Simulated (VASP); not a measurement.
# SnTe (Fm-3m) in VASP: a series of runs

The runs below take SnTe through relaxation of cell and atoms, single point, with r2SCAN, PBE, HSE06.

All numbers are computed with VASP 6.6.1; they aren't measurements. Logs are shortened: lines on timing, memory, paths and dates and some standing lists are left out, and cuts for length are marked.

**1. The cell of the first run**

Symmetry: Fm-3m, No. 225, cubic system. The conventional cell has a = 6.414 Å, b = 6.414 Å, c = 6.414 Å, α = 90.00°, β = 90.00°, γ = 90.00°. Sn (site symmetry m-3m) has 6 Te at 3.21 Å within 4.2 Å. Within 4.2 Å of Te (site symmetry m-3m) lie 6 Sn at 3.21 Å.

**2. Relaxation of cell and atoms, r2SCAN**

File POSCAR:

```
SnTe
1.0
    0.0000000000      3.2071857558      3.2071857558
    3.2071857558      0.0000000000      3.2071857558
    3.2071857558      3.2071857558      0.0000000000
Sn Te
1 1
Direct
    0.0000000000      0.0000000000      0.0000000000
    0.5000000000      0.5000000000      0.5000000000
```

File INCAR.step1:

```
PREC = Accurate ; ENCUT = 600
ISMEAR = -1 ; SIGMA = 0.02
LREAL = F ; LASPH = T
NELM = 100 ; GGA = PE
ALGO = Normal ; EDIFF = 1E-4
LWAVE = T ; LCHARG = F
```

File INCAR.step2:

```
PREC = Accurate ; ENCUT = 600
EDIFF = 1E-6 ; ISMEAR = -1
SIGMA = 0.02 ; LREAL = F
LASPH = T ; NELM = 100
ALGO = Normal ; ISIF = 3
LWAVE = F ; LCHARG = F
METAGGA = R2SCAN ; LMIXTAU = T
IBRION = 2 ; NSW = 80
EDIFFG = -0.005 ; ISTART = 1
```

File KPOINTS:

```
regular mesh
0
Gamma
  6 6 6
```

Potentials or basis: VASP PAW PBE potentials, release 64 (Sn_d, Te).

The run is started by

```bash
$ cat potpaw_PBE.64/Sn_d/POTCAR potpaw_PBE.64/Te/POTCAR > POTCAR
$ cp INCAR.step1 INCAR
$ mpirun -np 1 vasp_std > vasp.out
$ cp INCAR.step2 INCAR
$ mpirun -np 1 vasp_std > vasp.out
```

OUTCAR:

```text
PREC = Accurate
   ENCUT = 600
   EDIFF = 1E-6
   ISMEAR = -1
   LREAL = F
   LASPH = T
   NELM = 100
   ISIF = 3
   METAGGA = R2SCAN
   IBRION = 2
   NSW = 80
   EDIFFG = -0.005
   ISTART = 1

 ion  position               nearest neighbor table
   1  0.000  0.000  0.000-   2 3.21   2 3.21   2 3.21   2 3.21   2 3.21   2 3.21
   2  0.500  0.500  0.500-   1 3.21   1 3.21   1 3.21   1 3.21   1 3.21   1 3.21

  LATTYP: Found a face centered cubic cell.
 ALAT       =     6.4143715116

  Lattice vectors:

 A1 = (   0.0000000000,   3.2071857558,   3.2071857558)
 A2 = (   3.2071857558,   0.0000000000,   3.2071857558)
 A3 = (   3.2071857558,   3.2071857558,   0.0000000000)

Analysis of symmetry for initial positions (statically):
=====================================================================
 Subroutine PRICEL returns:
 Original cell was already a primitive cell.

 Routine SETGRP: Setting up the symmetry group for a
 face centered cubic supercell.

 Subroutine GETGRP returns: Found 48 space group operations
 (whereof 48 operations were pure point group operations)
 out of a pool of 48 trial point group operations.

The static configuration has the point symmetry O_h .

Analysis of symmetry for dynamics (positions and initial velocities):
=====================================================================
 Subroutine PRICEL returns:
 Original cell was already a primitive cell.

 Routine SETGRP: Setting up the symmetry group for a
 face centered cubic supercell.

 Subroutine GETGRP returns: Found 48 space group operations
 (whereof 48 operations were pure point group operations)
 out of a pool of 48 trial point group operations.

The dynamic configuration has the point symmetry O_h .

 Subroutine INISYM returns: Found 48 space group operations
 (whereof 48 operations are pure point group operations),
 and found     1 'primitive' translations

----------------------------------------------------------------------------------------

                                     Primitive cell

  volume of cell :      65.9785

  direct lattice vectors                    reciprocal lattice vectors
     0.000000000  3.207185756  3.207185756    -0.155899919  0.155899919  0.155899919
     3.207185756  0.000000000  3.207185756     0.155899919 -0.155899919  0.155899919
     3.207185756  3.207185756  0.000000000     0.155899919  0.155899919 -0.155899919

  length of vectors
     4.535645593  4.535645593  4.535645593     0.270026581  0.270026581  0.270026581

  position of ions in fractional coordinates (direct lattice)
     0.000000000  0.000000000  0.000000000
     0.500000000  0.500000000  0.500000000

  ion indices of the primitive-cell ions
   primitive index   ion index
                 1           1
                 2           2

----------------------------------------------------------------------------------------

 KPOINTS: regular mesh

Automatic generation of k-mesh.
 Grid dimensions read from file:
 generate k-points for:    6    6    6

 Generating k-lattice:

  Cartesian coordinates                     Fractional coordinates (reciprocal lattice)
    -0.025983320  0.025983320  0.025983320     0.166666667  0.000000000  0.000000000
     0.025983320 -0.025983320  0.025983320     0.000000000  0.166666667  0.000000000
     0.025983320  0.025983320 -0.025983320     0.000000000  0.000000000  0.166666667

  Length of vectors
     0.045004430  0.045004430  0.045004430

  Shift w.r.t. Gamma in fractional coordinates (k-lattice)
     0.000000000  0.000000000  0.000000000

 Subroutine IBZKPT returns following result:
 ===========================================

 Found     16 irreducible k-points:

 Following reciprocal coordinates:
            Coordinates               Weight
  0.000000  0.000000  0.000000      1.000000
  0.166667  0.000000  0.000000      8.000000
  0.333333  0.000000  0.000000      8.000000
  0.500000  0.000000  0.000000      4.000000
  0.166667  0.166667  0.000000      6.000000
  0.333333  0.166667  0.000000     24.000000
[... 8 lines left out ...]
 -0.333333  0.333333  0.166667     24.000000
 -0.333333  0.500000  0.166667     12.000000
   k-points           NKPTS =     16   k-points in BZ     NKDIM =     16   number of bands    NBANDS=     14
   number of dos      NEDOS =    301   number of ions     NIONS =      2
   total plane-waves  NPLWV =  46656
   dimension x,y,z NGX =    36 NGY =   36 NGZ =   36
   dimension x,y,z NGXF=    72 NGYF=   72 NGZF=   72
   ions per type =               1   1
   NGX,Y,Z   is equivalent  to a cutoff of  13.20, 13.20, 13.20 a.u.
   NGXF,Y,Z  is equivalent  to a cutoff of  26.39, 26.39, 26.39 a.u.
 SYSTEM =  unknown system
   PREC   = accura    normal or accurate (medium, high low for compatibility)
   ISTART =      1    job   : 0-new  1-cont  2-samecut
   ICHARG =      0    charge: 1-file 2-atom 10-const
   ISPIN  =      1    spin polarized calculation?
   LNONCOLLINEAR =      F non collinear calculations
   LSORBIT =      F    spin-orbit coupling
   LASPH  =      T    aspherical Exc in radial PAW
   ENCUT  =  600.0 eV  44.10 Ry    6.64 a.u.   9.06  9.06  9.06*2*pi/ulx,y,z
   NELM   =    100;   NELMIN=  2; NELMDL=  0     # of ELM steps
   EDIFF  = 0.1E-05   stopping-criterion for ELM
   LREAL  =      F    real-space projection
   EDIFFG = -.5E-02   stopping-criterion for IOM
   NSW    =     80    number of steps for IOM
   IBRION =      2    ionic relax: 0-MD 1-quasi-New 2-CG
   NFREE  =      1    steps in history (QN), initial steepest desc. (CG)
   ISIF   =      3    stress and relaxation
   ISYM   =      2    0-nonsym 1-usesym 2-fastsym
   POTIM  = 0.5000    time-step for ionic-motion
   TEBEG  =    0.0;   TEEND  =   0.0 temperature during run
   PSTRESS=    0.0 pullay stress
   NELECT =      20.0000    total number of electrons
   NUPDOWN=      -1.0000    fix difference up-down
   EMIN   =  10.00;   EMAX   =-10.00  energy-range for DOS
   EFERMI =   0.00;   METHOD = LEGACY
   ISMEAR =    -1;   SIGMA  =   0.02  broadening in eV -4-tet -1-fermi 0-gaus
   EFERMI_NEDOS =   21; number of points for ismear=-14 and -15
   IALGO  =     38    algorithm
   IMIX   =      4    mixing-type and parameters
     AMIX     =   0.40;   BMIX     =  1.00
     AMIX_MAG =   1.60;   BMIX_MAG =  1.00
  volume/ion in A,a.u.               =      32.99       222.62
  Fermi-wavevector in a.u.,A,eV,Ry     =   1.099725  2.078179 16.454815  1.209395
  Thomas-Fermi vector in A             =   2.236124
   LORBIT       =      0    0 simple, 1 ext, 2 COOP (PROOUT), +10 PAW based schemes
   METAGGA = R2SCAN    functional components
   LHFCALC =     F    Hartree Fock is set to
   AEXX    =    0.0000 exact exchange contribution
   IVDW    =     0    specifies the selected vdW correction
   LEPSILON=     F    determine dielectric tensor
   LRPA    =     F    only Hartree local field effects (RPA)
 conjugate gradient relaxation of ions
 non-spin polarized calculation
  energy-cutoff  :      600.00
  volume of cell :       65.98
 maximum number of plane-waves:      2229
   NGX = 19   NGY = 19   NGZ = 19

--------------------------------------- Ionic step        1  -------------------------------------------

 number of electron      20.0000005 magnetization

 Free energy of the ion-electron system (eV)
  ---------------------------------------------------
  ext. energy  EPLUGINS =         0.00000000
  ---------------------------------------------------
  free energy    TOTEN  =       -50.68313943 eV

  energy without entropy =      -50.68307057  energy(sigma->0) =      -50.68310500

------------------------ aborting loop because EDIFF is reached ----------------------------------------

  FORCE on cell =-STRESS in cart. coord.  units (eV):
  Direction    XX          YY          ZZ          XY          YZ          ZX
  --------------------------------------------------------------------------------------
  -------------------------------------------------------------------------------------
  Total       -0.2905246     -0.2905246     -0.2905246      0.0000000     -0.0000000      0.0000000
  in kB       -7.0549040     -7.0549040     -7.0549040      0.0000000     -0.0000000      0.0000000
  external PRESSURE =      -7.0549040 kB  Pullay stress =       0.0000000 kB

 VOLUME and BASIS-vectors are now :
 -----------------------------------------------------------------------------
  energy-cutoff  :      600.00
  volume of cell :       65.98
      direct lattice vectors                 reciprocal lattice vectors
     0.000000000  3.207185756  3.207185756    -0.155899919  0.155899919  0.155899919
     3.207185756  0.000000000  3.207185756     0.155899919 -0.155899919  0.155899919
     3.207185756  3.207185756  0.000000000     0.155899919  0.155899919 -0.155899919
[... 37 lines left out ...]
 POSITION                                       TOTAL-FORCE (eV/Angst)
 -----------------------------------------------------------------------------------
      3.18471      3.18471     -0.00000        -0.000000     -0.000000     -0.000000
      3.18471      3.18471      3.18471         0.000000      0.000000      0.000000
 -----------------------------------------------------------------------------------
    total drift:                                0.000000      0.000000      0.000000

  FREE ENERGIE OF THE ION-ELECTRON SYSTEM (eV)
  ---------------------------------------------------
  free  energy   TOTEN  =       -50.6854133030 eV

  energy  without entropy=      -50.6851789092  energy(sigma->0) =      -50.68529611

--------------------------------------- Ionic step        3  -------------------------------------------

 number of electron      20.0000002 magnetization

 Free energy of the ion-electron system (eV)
  ---------------------------------------------------
  ext. energy  EPLUGINS =         0.00000000
  ---------------------------------------------------
  free energy    TOTEN  =       -50.68560001 eV

  energy without entropy =      -50.68541968  energy(sigma->0) =      -50.68550984

 E-fermi :   6.6266     XC(G=0):  -9.8921

 val. band max:        6.5543985597   @ k =   0.5000   0.0000   0.0000
 cond. band min:       6.6988305144   @ k =   0.5000   0.0000   0.0000
 fundamental gap:      0.1444319547
 Fermi energy:         6.6266135347

 k-point     1 :       0.0000    0.0000    0.0000
  band No.  band energies     occupation
      1     -16.1908      2.00000
      2     -16.1908      2.00000
      3     -16.1821      2.00000
      4     -16.1821      2.00000
      5     -16.1821      2.00000
      6      -6.6567      2.00000
      7       1.6705      2.00000
      8       4.1808      2.00000
      9       4.1808      2.00000
     10       4.1808      2.00000
     11       9.9179      0.00000
     12       9.9180      0.00000
     13       9.9180      0.00000
     14      11.5977      0.00000

 k-point     2 :       0.1667    0.0000    0.0000
  band No.  band energies     occupation
      1     -16.1918      2.00000
      2     -16.1918      2.00000
      3     -16.1818      2.00000
      4     -16.1808      2.00000
      5     -16.1808      2.00000
      6      -6.4253      2.00000
      7       0.5111      2.00000
      8       4.2316      2.00000
      9       4.2316      2.00000
     10       4.9969      2.00000
[... 262 lines left out ...]
 POSITION                                       TOTAL-FORCE (eV/Angst)
 -----------------------------------------------------------------------------------
      0.00000      0.00000      0.00000         0.000000     -0.000000      0.000000
      3.18948      3.18948      3.18948        -0.000000      0.000000     -0.000000
 -----------------------------------------------------------------------------------
    total drift:                               -0.000000      0.000000      0.000000

  FREE ENERGIE OF THE ION-ELECTRON SYSTEM (eV)
  ---------------------------------------------------
  free  energy   TOTEN  =       -50.6856000087 eV

  energy  without entropy=      -50.6854196796  energy(sigma->0) =      -50.68550984

 reached required accuracy - stopping structural energy minimisation
```

It took 5.6 min on 1 thread of Intel Xeon 8259CL, shared host; peak memory 0.24 GiB.

What came out:

* Free energy: -50.6856 eV
* Relaxed volume: 32.45 Å³/atom
* Relaxed cell: a = 4.511 Å, b = 4.511 Å, c = 4.511 Å, α = 60.00°, β = 60.00°, γ = 60.00°
* Space group after relaxing (to 0.1 Å): Fm-3m (No. 225)
* Energy gained by relaxing: 1.2 meV/atom
* Ionic steps: 3
* Pressure after relaxing: 0.0 GPa
* Band gap on the k mesh: 0.14 eV

The path:
```csv
step,energy change (eV),largest force (eV/Å),pressure (GPa),volume (Å³)
1,0.0000,0.0000,-0.71,65.98
2,-0.0023,0.0000,0.21,64.60
3,-0.0025,0.0000,0.01,64.89
```

Final structure:
```
Sn Te
1.0
     0.00000    3.18948    3.18948
     3.18948    0.00000    3.18948
     3.18948    3.18948    0.00000
Sn Te
1 1
Direct
  0.00000 0.00000 0.00000
  0.50000 0.50000 0.50000
```

Levels at points of the mesh, in eV from the valence-band top:
```csv
k point,band 8,band 9,band 10,band 11,band 12,band 13
"(0.00, 0.00, 0.00)",-2.37,-2.37,-2.37,3.36,3.36,3.36
"(0.50, 0.00, 0.00)",-2.01,-2.01,0.00,0.14,0.34,0.34
"(0.50, 0.50, 0.00)",-5.71,-3.93,-3.93,2.47,4.94,4.94
```

Caveat: semilocal functionals underestimate gaps, and a narrow one can read as zero; the PAW data sets were made with another functional, which shifts forces and pressure a little; spin-orbit coupling is left out, which moves the levels of the heavy elements. A k mesh can miss the band edges.

(Continued in part 2 of 3.)
